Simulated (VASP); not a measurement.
Write the native input for VASP 6.6.1 that does the following.

```yaml
Task: single point
Functional: PBE
Potentials_or_basis: VASP PAW PBE potentials, release 64 (Gd)
Cutoff: 520 eV
k_mesh: 2 × 2 × 1
Occupations: fermi-dirac, width 0.05 eV
Spin: collinear spin, ferromagnetic start
Starting_moments: "[7.372, 7.372] μB"
Dipole_correction: no
Further_INCAR_settings: ALGO = Normal; EDIFF = 1e-06; NBANDS = 29
```

The structure of Gd lies in POSCAR:

```
Gd
1.0
    3.6483276435      0.0000000000      0.0000000000
   -1.8241638217      3.1595444206      0.0000000000
    0.0000000000      0.0000000000      5.8327272018
Gd
2
Direct
    0.3333333333      0.6666666667      0.2500000000
    0.6666666667      0.3333333333      0.7500000000
```

One way to write it, as run:

INCAR

```
PREC = Accurate
ENCUT = 520
EDIFF = 1E-6
ISMEAR = -1
SIGMA = 0.05
LREAL = F
LASPH = T
NELM = 150
ALGO = Normal
ISIF = 2
LWAVE = F
LCHARG = F
ISPIN = 2
MAGMOM = 7.372 7.372
LORBIT = 11
LMAXMIX = 6
GGA = PE
NBANDS = 29
```

KPOINTS

```
regular mesh
0
Gamma
  2 2 1
```

Potentials or basis: VASP PAW PBE potentials, release 64 (Gd).

Run with:

```console
$ cat potpaw_PBE.64/Gd/POTCAR > POTCAR
$ mpirun -np 1 vasp_std > vasp.out
```

It gave:

| Property | Result |
| --- | --- |
| Pressure | -9.0 GPa |
| Net moment | 14.39 μB per cell |
| Site moments | Gd +6.85 μB |
| Valence electrons inside the program's atomic spheres | Gd 15.18 |

Caveat: the k points lie up to 1.08 Å⁻¹ apart, too coarse for converged energies, forces and pressures.

Wall time 33 s on 1 thread of AMD EPYC 9R45 96-Core Processor (Zen 5) (shared host), peak memory 0.19 GiB.
